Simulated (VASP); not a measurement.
**LiBeF3: single point with PBE**

The system is LiBeF3.

```xyz
10
Lattice="0.0061 2.8148 -0.0021 -0.3265 -0.0041 4.6799 8.3630 -1.3890 -0.0297" Properties=species:S:1:pos:R:3 pbc="T T T"
Li    2.4079    1.4048    1.8931
Li    5.7571    0.0199    2.1973
Be   -0.1210   -0.0003    2.8136
Be    3.6875    0.0031    4.4117
F     1.1875   -0.0016    1.9577
F     6.9164    1.4251    1.9791
F     2.9576    1.4112    3.9070
F     5.0745   -0.0002    3.9022
F    -0.0886    1.4070    3.6095
F     3.8510    0.0093    1.2807
```

```
Program             : VASP 6.6.1
Task                : single point
Functional          : PBE
Potentials or basis : VASP PAW PBE potentials, release 64 (Li_sv, Be, F)
Cutoff              : 520 eV
k mesh              : 6 × 4 × 6
Occupations         : gaussian, width 0.1 eV
Spin                : no spin polarisation
```

```
Largest force          : 0.060 eV/Å
Band gap on the k mesh : 7.23 eV
```

Forces in eV/Å, atoms in the order of the input:
```
Li   0.016  0.001  0.000
Li  -0.015  0.000 -0.011
Be  -0.001 -0.004  0.024
Be  -0.021 -0.004 -0.023
F    0.033  0.001 -0.022
F   -0.024  0.000 -0.012
F   -0.014  0.002 -0.019
F    0.038  0.001 -0.018
F    0.000  0.005  0.022
F   -0.013 -0.001  0.059
```

Levels at points of the mesh, in eV from the valence-band top:
```csv
k point,band 23,band 24,band 25,band 26,band 27,band 28,band 29,band 30
"(0.00, 0.00, 0.00)",-0.71,-0.67,-0.51,0.00,7.23,9.33,9.74,11.57
"(0.50, 0.00, 0.00)",-1.00,-0.77,-0.69,-0.65,11.31,11.42,12.29,12.59
"(0.00, 0.50, 0.00)",-0.71,-0.67,-0.45,-0.01,8.62,9.37,10.44,10.72
"(0.50, 0.50, 0.00)",-0.92,-0.82,-0.74,-0.65,11.00,11.47,11.56,12.76
"(0.00, 0.00, 0.50)",-0.72,-0.67,-0.54,0.00,7.61,8.31,10.87,11.47
"(0.50, 0.00, 0.50)",-1.00,-0.76,-0.69,-0.66,11.32,11.41,12.29,12.58
"(0.00, 0.50, 0.50)",-0.71,-0.67,-0.45,-0.01,8.72,9.46,9.83,10.81
"(0.50, 0.50, 0.50)",-0.92,-0.82,-0.74,-0.65,11.00,11.47,11.56,12.76
```

It took 3.1 min on 1 thread of Intel(R) Xeon(R) Platinum 8488C (Sapphire Rapids), with other jobs on the host, peak memory 0.37 GiB.

 A k mesh can miss the band edges.
